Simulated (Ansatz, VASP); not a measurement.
## CdSe in VASP and in Ansatz

```
CELL_PARAMETERS angstrom
0.00000 3.01066 3.01066
3.01066 0.00000 3.01066
3.01066 3.01066 0.00000
ATOMIC_POSITIONS crystal
Cd 0.00000 0.00000 0.00000
Se 0.25000 0.25000 0.25000
```

Change from the starting cell: strained cell.

Alike in both runs: functional PBEsol; k mesh 8 × 8 × 8; occupations gaussian, width 0.02 eV; no spin polarisation.

Ansatz relaxed the structure, and its values are those at the end. VASP's run is a single point on that final structure, the one shown.

```csv
,VASP,Ansatz
version,VASP 6.6.1,Ansatz 0.2.0
potentials or method,"VASP PAW PBE potentials, release 64 (Cd, Se), cutoff 500 eV","scalar-relativistic, plane waves, PAW"
valence electrons in the cell,18,36
```

|  | VASP | Ansatz | Ansatz less VASP |
| --- | --- | --- | --- |
| gap on the k mesh at the Fermi level (eV) | 0.54 | 0.54 | -0.004 |
| least direct gap on the mesh (eV) | 0.54 | 0.54 | -0.004 |
| pressure (GPa) | 2.1 | 1.7 | -0.38 |

VASP's potentials were made for PBE, not for PBEsol, and Ansatz warns of the same on its side. The functional is the same, so the differences come from potentials, cutoffs and numerics. VASP's potentials hold 18 valence electrons a cell and Ansatz's 36, so a difference there can come from the potentials and not from the codes. Ansatz's warnings: stress scf threshold loose.
